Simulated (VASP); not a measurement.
Write the native input for VASP 6.6.1 that does the following.

```yaml
Task: single point
Functional: PBEsol
Potentials_or_basis: VASP PAW PBE potentials, release 64 (Ta_pv, N)
Cutoff: 520 eV
k_mesh: 18 × 18 × 10
Occupations: gaussian, width 0.15 eV
Spin: no spin polarisation
Dipole_correction: no
Further_INCAR_settings: ALGO = Normal; EDIFF = 1e-06; NBANDS = 20
```

The structure of Ta2N lies in POSCAR:

```
Ta2N
1.0
    3.2325461563      0.0000000000      0.0000000000
   -1.6162730782      2.7994670902      0.0000000000
    0.0000000000      0.0000000000      4.8232571780
Ta N
2 1
Direct
    0.6666666667      0.3333333333      0.7462554481
    0.3333333333      0.6666666667      0.2537445519
    0.0000000000      0.0000000000      0.0000000000
```

This cell differs from its parent crystal: strain +0.050 along x and y, +0.000 along z.

These files were run (other wordings do the same):

INCAR

```
ALGO = Normal ; EDIFF = 1E-6
ENCUT = 520 ; GGA = PS
ISIF = 2 ; ISMEAR = 0
LASPH = T ; LCHARG = F
LREAL = F ; LWAVE = F
NBANDS = 20 ; NELM = 80
PREC = Accurate ; SIGMA = 0.15
```

KPOINTS

```
k-points
0
Gamma
  18 18 10
```

Potentials or basis: VASP PAW PBE potentials, release 64 (Ta_pv, N).

Launch:

```sh
$ cat potpaw_PBE.64/Ta_pv/POTCAR potpaw_PBE.64/N/POTCAR > POTCAR
$ mpirun -np 1 vasp_std > vasp.out
```

It gave:

| Property | Result |
| --- | --- |
| Pressure | -23.2 GPa |
| Largest force | 0.773 eV/Å |
| Band gap on the k mesh | zero (an odd number of electrons rules out a gap without spin polarisation) |

Caveat: the cell differs from its parent crystal (strain +0.050 along x and y, +0.000 along z); the stress differs along the axes, from -26 to -17 GPa; the PAW data sets were made with another functional, which shifts forces and pressure a little; spin-orbit coupling is left out, which moves the levels of the heavy elements.

It took 5.9 min on 1 thread of Intel Xeon 8259CL, with other jobs on the host, peak memory 0.33 GiB.
